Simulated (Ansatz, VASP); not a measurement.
## One calculation of BN, two programs

```
B N
1.0
     2.50245    0.00000    0.00000
    -1.25123    2.16719    0.00000
     0.00000    0.00000    4.24048
B N
2 2
Direct
  0.33333 0.66667 0.00005
  0.66667 0.33333 0.50005
  0.33333 0.66667 0.37395
  0.66667 0.33333 0.87395
```

Change from the starting cell: strained cell.

Alike in both runs: functional PBEsol; k mesh 9 × 9 × 6; occupations gaussian, width 0.02 eV; no spin polarisation.

Ansatz relaxed the structure, and its values are those at the end. VASP's run is a single point on that final structure, the one shown.

|  | VASP | Ansatz |
| --- | --- | --- |
| version | VASP 6.6.1 | Ansatz 0.2.0 |
| potentials or method | VASP PAW PBE potentials, release 64 (B, N), cutoff 520 eV | scalar-relativistic, plane waves, PAW |
| valence electrons in the cell | 16 | 16 |

|  | VASP | Ansatz | Ansatz less VASP |
| --- | --- | --- | --- |
| gap on the k mesh at the Fermi level (eV) | 4.78 | 4.79 | +0.013 |
| least direct gap on the mesh (eV) | 7.90 | 7.89 | -0.001 |
| pressure (GPa) | 9.6 | 8.7 | -0.88 |
| rms of the force components (eV/Å) | 0.007 | 0.000 | -0.0071 |

VASP's potentials were made for PBE, not for PBEsol, and Ansatz warns of the same on its side. Ansatz's warnings: stress scf threshold loose.
